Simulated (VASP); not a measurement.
Tl3Pd, 4 atoms in the cell. Symmetry: Pm-3m, No. 221, cubic system. Conventional cell: a = 4.688 Å, b = 4.688 Å, c = 4.688 Å, α = 90.00°, β = 90.00°, γ = 90.00°. Within 4.4 Å of Pd (site symmetry m-3m) lie 12 Tl at 3.31 Å. Tl (site symmetry 4/mmm) has 4 Pd at 3.31 Å and 8 Tl at 3.31 Å within 4.4 Å. 

* Program: VASP 6.6.1
* Task: single point
* Functional: PBE
* Potentials or basis: VASP PAW PBE potentials, release 64 (Pd, Tl_d)
* Cutoff: 520 eV
* k mesh: 5 × 5 × 5
* Occupations: methfessel-paxton, width 0.1 eV
* Spin: no spin polarisation
* Dipole correction: no
* Further INCAR settings: ALGO = Normal; EDIFF = 1e-06; NBANDS = 32

Potentials or basis: VASP PAW PBE potentials, release 64 (Pd, Tl_d).

Run with:

```console
$ cat potpaw_PBE.64/Pd/POTCAR potpaw_PBE.64/Tl_d/POTCAR > POTCAR
$ mpirun -np 1 vasp_std > vasp.out
```

Hardware: 1 thread of Intel(R) Xeon(R) 6975P-C (Granite Rapids), on a shared host.

Question: Estimate the wall time of this run.

Answer: It took 12 s on 1 thread of Intel(R) Xeon(R) 6975P-C (Granite Rapids) (shared host), peak memory 0.21 GiB. Counts: scf iterations 13, k points 10.
